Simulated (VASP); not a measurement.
A run of VASP 6.6.1 is set up as follows.

File INCAR:

```
PREC = Accurate
ENCUT = 520
EDIFF = 1E-7
ISMEAR = 0
SIGMA = 0.15
LREAL = F
LASPH = T
NELM = 80
ALGO = Fast
ISIF = 2
LWAVE = F
LCHARG = F
GGA = PE
NBANDS = 12
```

File KPOINTS:

```
Automatic mesh
0
Gamma
  20 20 20
```

POSCAR

```
Nb
1.0
   -1.6639500000      1.6743496875      1.6743496875
    1.6639500000     -1.6535503125      1.6535503125
    1.6639500000      1.6535503125     -1.6535503125
Nb
1
Direct
    0.0000000000      0.0000000000      0.0000000000
```

Potentials or basis: VASP PAW PBE potentials, release 64 (Nb_sv).

Launch:

```console
$ cat potpaw_PBE.64/Nb_sv/POTCAR > POTCAR
$ mpirun -np 1 vasp_std > vasp.out
```

Problem. Predict the pressure.

Solution. -3.0 GPa.

Stress tensor (GPa, compression positive):
```
-2.97  0.00  0.00
 0.00 -2.97 -0.19
 0.00 -0.19 -2.97
```

Caveat: the cell differs from its parent crystal (strain +0.0125 x Voigt [0, 0, 0, 1, 0, 0]).
